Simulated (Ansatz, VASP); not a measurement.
Pd in VASP and in Ansatz

```xyz
1
Lattice="-0.0194 1.9352 1.9352 1.9352 -0.0194 1.9352 1.9352 1.9352 -0.0194" Properties=species:S:1:pos:R:3 pbc="T T T"
Pd    0.0000    0.0000    0.0000
```

Change from the starting cell: equal xy, yz and zx shear strains of -1 %.

Alike in both runs: task single point; functional PBEsol; k mesh 18 × 18 × 18; occupations fermi-dirac, width 0.05 eV; no spin polarisation.

|  | VASP | Ansatz |
| --- | --- | --- |
| version | VASP 6.6.1 | Ansatz 0.2.0 |
| potentials or method | VASP PAW PBE potentials, release 64 (Pd), cutoff 520 eV | all-electron LAPW, scalar-relativistic |

|  | VASP | Ansatz | Ansatz less VASP |
| --- | --- | --- | --- |
| pressure (GPa) | -2.5 | -2.2 | +0.28 |
| traceless stress, the component that is largest in VASP (GPa) | 0.74 | 0.73 | -0.002 |

VASP's potentials were made for PBE, not for PBEsol. Ansatz ran all-electron here, and VASP with PAW potentials.
